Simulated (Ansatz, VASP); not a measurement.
# One calculation of KBr, two programs

```
K Br
1.0
     0.00000    3.37488    3.37488
     3.37488    0.00000    3.37488
     3.37488    3.37488    0.00000
K Br
1 1
Cartesian
  0.0000 0.0000 0.0000
  3.3749 3.3749 3.3749
```

Alike in both runs: task single point; functional PBE; k mesh 10 × 10 × 10; occupations gaussian, width 0.05 eV; no spin polarisation.

|  | VASP | Ansatz |
| --- | --- | --- |
| version | VASP 6.6.1 | Ansatz 0.2.0 |
| potentials or method | VASP PAW PBE potentials, release 64 (K_sv, Br), cutoff 520 eV | scalar-relativistic, plane waves, PAW |
| valence electrons in the cell | 16 | 16 |

VASP gave:

* gap on the k mesh at the Fermi level (eV): 4.26
* least direct gap on the mesh (eV): 4.26
* pressure (GPa): -0.2

Q: Estimate Ansatz's values.

A: gap on the k mesh at the Fermi level (eV): 4.26; least direct gap on the mesh (eV): 4.26; pressure (GPa): -0.3.

The functional is the same, so the differences come from potentials, cutoffs and numerics.
